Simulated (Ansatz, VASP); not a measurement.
**Al6N in VASP and in Ansatz**

File INCAR:

```
ALGO     = Normal         # electronic algorithm
DIPOL    = 0.5 0.5 0.305
EDIFF    = 1E-7           # SCF threshold, eV
ENCUT    = 520            # plane-wave cutoff, eV
GGA      = PE             # functional
IDIPOL   = 3            
ISIF     = 2              # what is computed and relaxed
ISMEAR   = 0              # smearing method
LASPH    = True           # aspherical terms in the spheres
LCHARG   = False          # write CHGCAR
LDIPOL   = True         
LREAL    = False          # projectors in reciprocal space
LWAVE    = False          # write WAVECAR
NBANDS   = 36             # bands
NELM     = 60             # most SCF steps
PREC     = Accurate       # precision mode
SIGMA    = 0.1            # smearing width, eV
```

KPOINTS

```
k-points
0
Gamma
  5 5 1
```

Contents of POSCAR:

```
Al6N
1.0
    5.7143028096      0.0000000000      0.0000000000
    0.0000000000      5.7143028096      0.0000000000
    0.0000000000      0.0000000000     22.1750227687
Al N
12 2
Direct
    0.2500000000      0.2500000000      0.1803831293
    0.2500000000      0.7500000000      0.1803831293
    0.7500000000      0.2500000000      0.1803831293
    0.7500000000      0.7500000000      0.1803831293
    0.0000000000      0.0000000000      0.2744094920
    0.0000000000      0.5000000000      0.2744094920
    0.5000000000      0.0000000000      0.2744094920
    0.5000000000      0.5000000000      0.2744094920
    0.2500000000      0.2500000000      0.3686590473
    0.2500000000      0.7500000000      0.3686590473
    0.7500000000      0.2500000000      0.3686590473
    0.7500000000      0.7500000000      0.3686590473
    0.3660379008      0.5000000000      0.4859080814
    0.6339620992      0.5000000000      0.4859080814
```

Input for Ansatz:

```yaml
crystal:
  lattice:
    - [5.7143028096, 0.0, 0.0]
    - [0.0, 5.7143028096, 0.0]
    - [0.0, 0.0, 22.1750227687]
  atoms:
    - { symbol: Al, position: [0.25, 0.25, 0.1803831293] }
    - { symbol: Al, position: [0.25, 0.75, 0.1803831293] }
    - { symbol: Al, position: [0.75, 0.25, 0.1803831293] }
    - { symbol: Al, position: [0.75, 0.75, 0.1803831293] }
    - { symbol: Al, position: [0.0, 0.0, 0.274409492] }
    - { symbol: Al, position: [0.0, 0.5, 0.274409492] }
    - { symbol: Al, position: [0.5, 0.0, 0.274409492] }
    - { symbol: Al, position: [0.5, 0.5, 0.274409492] }
    - { symbol: Al, position: [0.25, 0.25, 0.3686590473] }
    - { symbol: Al, position: [0.25, 0.75, 0.3686590473] }
    - { symbol: Al, position: [0.75, 0.25, 0.3686590473] }
    - { symbol: Al, position: [0.75, 0.75, 0.3686590473] }
    - { symbol: "N", position: [0.3660379008, 0.5, 0.4859080814] }
    - { symbol: "N", position: [0.6339620992, 0.5, 0.4859080814] }
basis:
  ecutwfc: 420
kpoints:
  mp_grid: { grid: [5, 5, 1] }
hamiltonian:
  xc: pbe
scf:
  occupations: { method: gaussian, width: 0.1 }
output:
  forces: true
  eigenvalues: true
efield:
  axis: 3
  dipole_correction: true
  ramp_width: 0.04
```

Alike in both runs: task single point; functional PBE; k mesh 5 × 5 × 1; occupations gaussian, width 0.1 eV; no spin polarisation.

```csv
,VASP,Ansatz
version,VASP 6.6.1,Ansatz 0.2.0
potentials or method,"VASP PAW PBE potentials, release 64 (Al, N), cutoff 520 eV","scalar-relativistic, plane waves, PAW"
valence electrons in the cell,46,46
```

VASP gave:

```
gap on the k mesh at the Fermi level (eV) : none
rms of the force components (eV/Å)        : 2.594
```

Problem. Estimate Ansatz's values.

Solution. gap on the k mesh at the Fermi level (eV): none; rms of the force components (eV/Å): 2.611.

Atom by atom the forces differ by 0.017 eV/Å (rms over components). A gap of «none» marks a metal or a gap that the smearing closes. With one functional, cell and mesh, what is left measures potentials, basis and numerics.
